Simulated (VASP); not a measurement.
# Si6Ge in VASP: notebook

The runs below take Si6Ge through relaxation of shape and atoms at fixed volume, with PBE.

Program: VASP 6.6.1. These are calculated values, not measurements. Logs are shortened: lines on timing, memory, paths and dates and some standing lists are left out, and cuts for length are marked.

### Step 1. The cell of the first run

The typed cell holds 7 atoms: a = 3.496 Å, b = 3.496 Å, c = 8.855 Å, α = 90.00°, β = 90.00°, γ = 88.55°.

### Step 2. Relaxation of shape and atoms at fixed volume, PBE (15.46 Å³/atom)

INCAR

```
PREC     = Accurate       # precision mode
ENCUT    = 500            # plane-wave cutoff, eV
EDIFF    = 1E-7           # SCF threshold, eV
ISMEAR   = 0              # smearing method
SIGMA    = 0.1            # smearing width, eV
LREAL    = False          # projectors in reciprocal space
LASPH    = True           # aspherical terms in the spheres
NELM     = 120            # most SCF steps
ALGO     = Normal         # electronic algorithm
ISIF     = 4              # what is computed and relaxed
LWAVE    = False          # write WAVECAR
LCHARG   = False          # write CHGCAR
GGA      = PE             # functional
IBRION   = 2              # ionic algorithm
NSW      = 50             # ionic steps
EDIFFG   = -0.01          # ionic threshold
GGA_COMPAT= False        
NELMIN   = 4
```

KPOINTS

```
Automatic mesh
0
Gamma
  10 10 4
```

POSCAR

```
Si6Ge
1.0
    2.5032955333     -2.4408822408      0.0327278726
    2.5032955333      2.4408822408      0.0327278726
   -0.1160280417      0.0000000000      8.8539850968
Si Ge
6 1
Direct
    0.7495931744      0.2504068256      0.0000000000
    0.2504068256      0.7495931744      0.0000000000
    0.5000401493      1.0000315125      0.7389811965
   -0.0000315125      0.4999598507      0.2610188035
    0.4999598507     -0.0000315125      0.2610188035
    1.0000315125      0.5000401493      0.7389811965
    0.5000000000      0.5000000000      0.5000000000
```

Potentials or basis: VASP PAW PBE potentials, release 64 (Si, Ge_d).

Started as:

```sh
$ cat potpaw_PBE.64/Si/POTCAR potpaw_PBE.64/Ge_d/POTCAR > POTCAR
$ mpirun -np 1 vasp_std > vasp.out
```

OUTCAR:

```text
PREC = Accurate
   ENCUT = 500
   EDIFF = 1E-7
   ISMEAR = 0
   LREAL = False
   LASPH = True
   NELM = 120
   ISIF = 4
   GGA = PE
   IBRION = 2
   NSW = 50
   EDIFFG = -0.01
   NELMIN = 4

 ion  position               nearest neighbor table
   1  0.750  0.250  0.000-   2 2.44   2 2.44   2 2.50   2 2.50   4 2.63   3 2.63   6 2.63   5 2.63

   2  0.250  0.750  0.000-   1 2.44   1 2.44   1 2.50   1 2.50   5 2.63   6 2.63   3 2.63   4 2.63

   3  0.500  0.000  0.739-   6 2.44   6 2.44   6 2.50   6 2.50   1 2.63   2 2.63   7 2.74   7 2.74

   4  1.000  0.500  0.261-   5 2.44   5 2.44   5 2.50   5 2.50   1 2.63   2 2.63   7 2.74   7 2.74

   5  0.500  1.000  0.261-   4 2.44   4 2.44   4 2.50   4 2.50   2 2.63   1 2.63   7 2.74   7 2.74

   6  0.000  0.500  0.739-   3 2.44   3 2.44   3 2.50   3 2.50   2 2.63   1 2.63   7 2.74   7 2.74

   7  0.500  0.500  0.500-   3 2.74   4 2.74   5 2.74   6 2.74   6 2.74   3 2.74   5 2.74   4 2.74

  LATTYP: Found a simple monoclinic cell.
 ALAT       =     4.8817644816
 B/A-ratio  =     1.8138411529
 C/A-ratio  =     1.5852423749
 COS(beta)  =    -0.9462275446

  Lattice vectors:

 A1 = (   0.0000000000,   4.8817644816,   0.0000000000)
 A2 = (  -0.1160280417,   0.0000000000,   8.8539850968)
 A3 = (   2.5032955333,  -7.3226467224,   0.0327278726)

Analysis of symmetry for initial positions (statically):
=====================================================================
 Subroutine PRICEL returns:
 Original cell was already a primitive cell.

 Routine SETGRP: Setting up the symmetry group for a
 simple monoclinic supercell.

 Subroutine GETGRP returns: Found  2 space group operations
 (whereof  2 operations were pure point group operations)
 out of a pool of  4 trial point group operations.

The static configuration has the point symmetry S_2 .

Analysis of symmetry for dynamics (positions and initial velocities):
=====================================================================
 Subroutine PRICEL returns:
 Original cell was already a primitive cell.

 Routine SETGRP: Setting up the symmetry group for a
 simple monoclinic supercell.

 Subroutine GETGRP returns: Found  2 space group operations
 (whereof  2 operations were pure point group operations)
 out of a pool of  4 trial point group operations.

The dynamic configuration has the point symmetry S_2 .

 Subroutine INISYM returns: Found  2 space group operations
 (whereof  2 operations are pure point group operations),
 and found     1 'primitive' translations

----------------------------------------------------------------------------------------

                                     Primitive cell

  volume of cell :     108.2187

  direct lattice vectors                    reciprocal lattice vectors
     2.503295533 -2.440882241  0.032727873     0.199702490 -0.204843967  0.002617024
     2.503295533  2.440882241  0.032727873     0.199702490  0.204843967  0.002617024
    -0.116028042  0.000000000  8.853985097    -0.001476361  0.000000000  0.112924145

  length of vectors
     3.496493351  3.496493351  8.854745315     0.286092614  0.286092614  0.112933796

  position of ions in fractional coordinates (direct lattice)
     0.749593174  0.250406826  0.000000000
     0.250406826  0.749593174  0.000000000
     0.500040149  0.000031513  0.738981196
     0.999968487  0.499959851  0.261018804
     0.499959851  0.999968487  0.261018804
     0.000031513  0.500040149  0.738981196
     0.500000000  0.500000000  0.500000000

  ion indices of the primitive-cell ions
   primitive index   ion index
                 1           1
                 2           2
                 3           3
                 4           4
                 5           5
                 6           6
                 7           7

----------------------------------------------------------------------------------------

 KPOINTS: Automatic mesh

Automatic generation of k-mesh.
 Grid dimensions read from file:
 generate k-points for:   10   10    4

 Generating k-lattice:

  Cartesian coordinates                     Fractional coordinates (reciprocal lattice)
     0.019970249 -0.020484397  0.000261702     0.100000000 -0.000000000 -0.000000000
     0.019970249  0.020484397  0.000261702    -0.000000000  0.100000000 -0.000000000
    -0.000369090  0.000000000  0.028231036     0.000000000  0.000000000  0.250000000

  Length of vectors
     0.028609261  0.028609261  0.028233449

  Shift w.r.t. Gamma in fractional coordinates (k-lattice)
     0.000000000  0.000000000  0.000000000

 Subroutine IBZKPT returns following result:
 ===========================================

 Found    204 irreducible k-points:

 Following reciprocal coordinates:
            Coordinates               Weight
  0.000000  0.000000  0.000000      1.000000
  0.100000 -0.000000  0.000000      2.000000
  0.200000 -0.000000  0.000000      2.000000
  0.300000 -0.000000  0.000000      2.000000
  0.400000 -0.000000  0.000000      2.000000
  0.500000 -0.000000  0.000000      1.000000
[... 16 lines left out ...]
 -0.400000  0.200000  0.000000      2.000000
 -0.300000  0.200000  0.000000      2.000000
 [... further k-points ...]
   k-points           NKPTS =    204   k-points in BZ     NKDIM =    204   number of bands    NBANDS=     23
   number of dos      NEDOS =    301   number of ions     NIONS =      7
   total plane-waves  NPLWV =  54880
   dimension x,y,z NGX =    28 NGY =   28 NGZ =   70
   dimension x,y,z NGXF=    56 NGYF=   56 NGZF=  140
   ions per type =               6   1
   NGX,Y,Z   is equivalent  to a cutoff of  13.31, 13.31, 13.14 a.u.
   NGXF,Y,Z  is equivalent  to a cutoff of  26.63, 26.63, 26.28 a.u.
 SYSTEM =  unknown system
   PREC   = accura    normal or accurate (medium, high low for compatibility)
   ISTART =      0    job   : 0-new  1-cont  2-samecut
   ICHARG =      2    charge: 1-file 2-atom 10-const
   ISPIN  =      1    spin polarized calculation?
   LNONCOLLINEAR =      F non collinear calculations
   LSORBIT =      F    spin-orbit coupling
   LASPH  =      T    aspherical Exc in radial PAW
   ENCUT  =  500.0 eV  36.75 Ry    6.06 a.u.   6.37  6.37 16.14*2*pi/ulx,y,z
   NELM   =    120;   NELMIN=  4; NELMDL= -5     # of ELM steps
   EDIFF  = 0.1E-06   stopping-criterion for ELM
   LREAL  =      F    real-space projection
   EDIFFG = -.1E-01   stopping-criterion for IOM
   NSW    =     50    number of steps for IOM
   IBRION =      2    ionic relax: 0-MD 1-quasi-New 2-CG
   NFREE  =      1    steps in history (QN), initial steepest desc. (CG)
   ISIF   =      4    stress and relaxation
   ISYM   =      2    0-nonsym 1-usesym 2-fastsym
   POTIM  = 0.5000    time-step for ionic-motion
   TEBEG  =    0.0;   TEEND  =   0.0 temperature during run
   PSTRESS=    0.0 pullay stress
   NELECT =      38.0000    total number of electrons
   NUPDOWN=      -1.0000    fix difference up-down
   EMIN   =  10.00;   EMAX   =-10.00  energy-range for DOS
   EFERMI =   0.00;   METHOD = LEGACY
   ISMEAR =     0;   SIGMA  =   0.10  broadening in eV -4-tet -1-fermi 0-gaus
   EFERMI_NEDOS =   21; number of points for ismear=-14 and -15
   IALGO  =     38    algorithm
   IMIX   =      4    mixing-type and parameters
     AMIX     =   0.40;   BMIX     =  1.00
     AMIX_MAG =   1.60;   BMIX_MAG =  1.00
  volume/ion in A,a.u.               =      15.46       104.33
  Fermi-wavevector in a.u.,A,eV,Ry     =   1.154965  2.182567 18.149398  1.333943
  Thomas-Fermi vector in A             =   2.291597
   LORBIT       =      0    0 simple, 1 ext, 2 COOP (PROOUT), +10 PAW based schemes
   GGA     = PE    functional components
   LHFCALC =     F    Hartree Fock is set to
   AEXX    =    0.0000 exact exchange contribution
   IVDW    =     0    specifies the selected vdW correction
   LEPSILON=     F    determine dielectric tensor
   LRPA    =     F    only Hartree local field effects (RPA)
 conjugate gradient relaxation of ions
 non-spin polarized calculation
 Gauss-broadening in eV      SIGMA  =   0.10
  energy-cutoff  :      500.00
  volume of cell :      108.22
 maximum number of plane-waves:      2769
 NGX is ok and might be reduce to    28
   NGX = 13   NGY = 13   NGZ = 33

--------------------------------------- Ionic step        1  -------------------------------------------

 number of electron      37.9999992 magnetization

 Free energy of the ion-electron system (eV)
  ---------------------------------------------------
  ext. energy  EPLUGINS =         0.00000000
  ---------------------------------------------------
  free energy    TOTEN  =       -34.38879090 eV

  energy without entropy =      -34.37928840  energy(sigma->0) =      -34.38403965

------------------------ aborting loop because EDIFF is reached ----------------------------------------

  FORCE on cell =-STRESS in cart. coord.  units (eV):
  Direction    XX          YY          ZZ          XY          YZ          ZX
  --------------------------------------------------------------------------------------
  -------------------------------------------------------------------------------------
  Total        4.4636957      4.4936636      3.9919188      0.0000009      0.0000012      0.0070427
  in kB       66.0850210     66.5286955     59.1003625      0.0000137      0.0000177      0.1042665
  external PRESSURE =      63.9046930 kB  Pullay stress =       0.0000000 kB
[... 190 lines left out ...]
  energy  without entropy=      -34.3805039440  energy(sigma->0) =      -34.38534970

--------------------------------------- Ionic step        6  -------------------------------------------

 number of electron      37.9999989 magnetization

 Free energy of the ion-electron system (eV)
  ---------------------------------------------------
  ext. energy  EPLUGINS =         0.00000000
  ---------------------------------------------------
  free energy    TOTEN  =       -34.39028266 eV

  energy without entropy =      -34.38076218  energy(sigma->0) =      -34.38552242

 E-fermi :   9.0716     XC(G=0): -10.9696

 val. band max:        9.0602506400   @ k =   0.2000  -0.0000   0.2500
 cond. band min:       9.0858690422   @ k =  -0.1000  -0.2000   0.2500
 fundamental gap:      0.0256184022
 Fermi energy:         9.0715500576

 k-point     1 :       0.0000    0.0000    0.0000
  band No.  band energies     occupation
      1     -15.6750      2.00000
      2     -15.6732      2.00000
      3     -15.6660      2.00000
      4     -15.6602      2.00000
      5     -15.6354      2.00000
      6      -5.1890      2.00000
[... 613 lines left out ...]
     22      10.6728      0.00000
     23      11.7621      0.00000

 [... further k-points ...]

------------------------ aborting loop because EDIFF is reached ----------------------------------------

  FORCE on cell =-STRESS in cart. coord.  units (eV):
  Direction    XX          YY          ZZ          XY          YZ          ZX
  --------------------------------------------------------------------------------------
  -------------------------------------------------------------------------------------
  Total        4.2052114      4.2377420      4.2358783      0.0000004      0.0000001     -0.0005190
  in kB       62.2581597     62.7397754     62.7121834      0.0000052      0.0000017     -0.0076832
  external PRESSURE =      62.5700395 kB  Pullay stress =       0.0000000 kB
[... 22 lines left out ...]
  FREE ENERGIE OF THE ION-ELECTRON SYSTEM (eV)
  ---------------------------------------------------
  free  energy   TOTEN  =       -34.3902826557 eV

  energy  without entropy=      -34.3807621768  energy(sigma->0) =      -34.38552242

 reached required accuracy - stopping structural energy minimisation
```

Wall time 45 min (1 thread of AMD EPYC, shared host); peak memory 0.5 GiB.

What came out:

```yaml
Free_energy: -34.3903 eV
Energy_gained_by_relaxing: 0.2 meV/atom
Ionic_steps: 6
Pressure_after_relaxing: 6.3 GPa
Largest_force_after_relaxing: 0.003 eV/Å
```

Forces on the atoms (eV/Å):
```
Si   0.000  0.000  0.000
Si   0.000  0.000  0.000
Si   0.000  0.000 -0.003
Si   0.000  0.000  0.003
Si   0.000  0.000  0.003
Si   0.000  0.000 -0.003
Ge   0.000  0.000  0.000
```

The path:
```
step  energy change (eV)  largest force (eV/Å)  pressure (GPa)  volume (Å³)
   1              0.0000                0.0390            6.39       108.22
   2             -0.0010                0.0337            6.33       108.22
   3             -0.0012                0.0300            6.30       108.22
   4             -0.0014                0.0166            6.27       108.22
   5             -0.0014                0.0106            6.26       108.22
   6             -0.0015                0.0034            6.26       108.22
```

Final structure:
```
CELL_PARAMETERS angstrom
2.50831 -2.44469 0.03284
2.50831 2.44469 0.03284
-0.11546 0.00000 8.82249
ATOMIC_POSITIONS crystal
Si 0.74968 0.25032 0.00000
Si 0.25032 0.74968 0.00000
Si 0.50003 0.00003 0.73812
Si 0.99997 0.49997 0.26188
Si 0.49997 0.99997 0.26188
Si 0.00003 0.50003 0.73812
Ge 0.50000 0.50000 0.50000
```

Caveat: the highest band is partly filled, so the run has too few bands.

### Step 3. Relaxation of shape and atoms at fixed volume, PBE (15.95 Å³/atom)

This run uses another cell than the first one, of 15.95 Å³/atom.

INCAR

```
SYSTEM = Si6Ge
ALGO = Normal ; EDIFF = 1E-7
EDIFFG = -0.01 ; ENCUT = 500
GGA = PE ; GGA_COMPAT = .False.
IBRION = 2 ; ISIF = 4
ISMEAR = 0 ; LASPH = .True.
LCHARG = .False. ; LREAL = .False.
LWAVE = .False. ; NELM = 120
NELMIN = 4 ; NSW = 50
PREC = Accurate ; SIGMA = 0.1
```

KPOINTS

```
k-points
0
Gamma
  10 10 4
  0 0 0
```

POSCAR

```
Si6Ge
1.0
    2.5260315329     -2.4634574254      0.0330135461
    2.5260315329      2.4634574254      0.0330135461
   -0.1176058666      0.0000000000      8.9713498234
Si Ge
6 1
Direct
    0.7495497357      0.2504502643      0.0000000000
    0.2504502643      0.7495497357      0.0000000000
    0.5000578336      1.0000457430      0.7400334878
   -0.0000457430      0.4999421664      0.2599665122
    0.4999421664     -0.0000457430      0.2599665122
    1.0000457430      0.5000578336      0.7400334878
    0.5000000000      0.5000000000      0.5000000000
```

Potentials or basis: VASP PAW PBE potentials, release 64 (Si, Ge_d).

Started as:

```sh
$ cat potpaw_PBE.64/Si/POTCAR potpaw_PBE.64/Ge_d/POTCAR > POTCAR
$ mpirun -np 1 vasp_std > vasp.out
```

Run time: 39 min. Hardware: 1 thread of AMD EPYC, shared host; peak memory 0.37 GiB.

The run converged. Its results:

```
Free energy               : -34.4882 eV
Energy gained by relaxing : 0.2 meV/atom
Ionic steps               : 6
Pressure after relaxing   : 2.8 GPa
```

Forces on the atoms (eV/Å):
```
Si   0.000  0.002  0.000
Si   0.000 -0.002  0.000
Si   0.000  0.000  0.000
Si   0.000  0.000  0.000
Si   0.000  0.000  0.000
Si   0.000  0.000  0.000
Ge   0.000  0.000  0.000
```

The path:
```csv
step,energy change (eV),largest force (eV/Å),pressure (GPa),volume (Å³)
1,0.0000,0.0400,2.97,111.67
2,-0.0007,0.0343,2.92,111.67
3,-0.0010,0.0288,2.88,111.67
4,-0.0012,0.0159,2.86,111.67
5,-0.0012,0.0066,2.85,111.67
6,-0.0013,0.0024,2.85,111.67
```

Final structure:
```
Si Ge
1.0
     2.53004   -2.46671    0.03313
     2.53004    2.46671    0.03313
    -0.11703    0.00000    8.94532
Si Ge
6 1
Direct
  0.74974 0.25026 0.00000
  0.25026 0.74974 0.00000
  0.50004 0.00004 0.73900
  0.99996 0.49996 0.26100
  0.49996 0.99996 0.26100
  0.00004 0.50004 0.73900
  0.50000 0.50000 0.50000
```

Levels at points of the mesh, in eV from the Fermi level:
| k point | band 15 | band 16 | band 17 | band 18 | band 19 | band 20 | band 21 | band 22 | band 23 |
| --- | --- | --- | --- | --- | --- | --- | --- | --- | --- |
| (0.00, 0.00, 0.00) | -2.17 | -2.02 | -1.13 | -0.17 | 0.12 | 0.92 | 1.17 | 1.36 | 2.56 |
| (0.50, 0.00, 0.00) | -2.58 | -0.71 | -0.34 | -0.11 | 0.13 | 0.36 | 0.52 | 2.40 | 2.58 |
| (0.50, 0.50, 0.00) | -5.68 | -5.67 | -4.02 | -2.23 | -1.53 | -0.96 | -0.84 | -0.83 | -0.53 |
| (0.00, 0.00, 0.50) | -2.50 | -2.28 | -2.14 | -1.39 | 0.90 | 0.92 | 1.41 | 1.49 | 2.18 |
| (0.50, 0.00, 0.50) | -0.71 | -0.47 | -0.37 | -0.15 | -0.05 | 0.43 | 0.69 | 0.69 | 1.04 |
| (0.50, 0.50, 0.50) | -4.74 | -4.61 | -4.27 | -3.80 | -3.54 | -3.10 | 0.37 | 2.16 | 2.49 |

Caveat: the highest band is partly filled, so the run has too few bands.
